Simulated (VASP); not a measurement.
## Ga2Sb2CO: single point with PBE+D3(BJ)

System: Ga2Sb2CO, a slab with vacuum.

```
CELL_PARAMETERS angstrom
4.33438 0.00000 0.00000
-2.16719 3.75368 0.00000
0.00000 0.00000 23.31974
ATOMIC_POSITIONS crystal
Sb 0.00000 0.00000 0.17153
Sb 0.33333 0.66667 0.33016
Ga 0.33333 0.66667 0.20947
Ga 0.66667 0.33333 0.36320
O 0.66667 0.33333 0.49614
C 0.66667 0.33333 0.54545
```

```yaml
Program: VASP 6.6.1
Task: single point
Functional: PBE
Dispersion: D3(BJ)
Potentials_or_basis: VASP PAW PBE potentials, release 64 (Sb_d_GW, Ga_d, O, C)
Cutoff: 520 eV
k_mesh: 6 × 6 × 1
Occupations: gaussian, width 0.1 eV
Spin: no spin polarisation
```

- Largest force: 0.755 eV/Å
- Band gap on the k mesh: 0.06 eV
- Dispersion energy per atom: -0.166 eV

Forces in eV/Å, atoms in the order of the input:
```
Sb   0.000  0.000  0.185
Sb   0.000  0.000  0.045
Ga   0.000  0.000 -0.178
Ga   0.000  0.000 -0.159
O    0.000  0.000  0.755
C    0.000  0.000 -0.649
```

Levels at points of the mesh, in eV from the valence-band top:
```tsv
k point	band 29	band 30	band 31	band 32	band 33	band 34	band 35	band 36	band 37	band 38
(0.00, 0.00, 0.00)	-2.12	-1.21	-1.21	0.00	0.00	0.06	0.91	0.98	0.98	1.80
(0.50, 0.00, 0.00)	-5.96	-2.58	-2.54	-1.30	-1.20	0.20	0.43	0.84	1.11	1.63
```

Wall time 4 min on 1 thread of AMD EPYC 7R43 64-Core Processor (Zen 3) (shared host), peak memory 0.48 GiB.

Caveat: spin-orbit coupling is left out, which moves the levels of the heavy elements.
